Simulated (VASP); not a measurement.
Runs of VASP 6.6.1 on Sc3Ru. The structure is that of space group Pm-3m (No. 221), or close to it. The cells are those of the table. 

| task | cell | k mesh | cutoff (eV) | gap on the mesh (eV) | pressure (GPa) | relaxed volume (Å³/atom) |
| --- | --- | --- | --- | --- | --- | --- |
| single point | a = 4.299 Å, 4 atoms | 12 × 12 × 12 | 520 | none | 0.1 | - |
| single point | a = 4.107 Å, 4 atoms | 4 × 4 × 4 | 520 | none | 15.2 | - |
| single point | a = 4.297 Å, 4 atoms | 4 × 4 × 4 | 520 | none | 0.0 | - |
| relaxation of cell and atoms | relaxed from a = 4.297 Å, 4 atoms | 12 × 12 × 12 | 600 | none | 0.0 | 19.89 |
| relaxation of cell and atoms | relaxed from a = 4.107 Å, 4 atoms | 4 × 4 × 4 | 600 | none | -0.1 | (a) |

Alike in all rows: level PBE; potentials or basis VASP PAW PBE potentials, release 64 (Sc_sv, Ru_pv); no spin polarisation; smearing gaussian 0.1 eV.

Q: Fill in the values left out.

A: (a) 19.84.

Caveats: some runs use coarse meshes.

A k mesh can miss the band edges, and the runs leave out spin-orbit coupling on Ru.

A gap of «none» marks levels without a gap at the run's occupations.
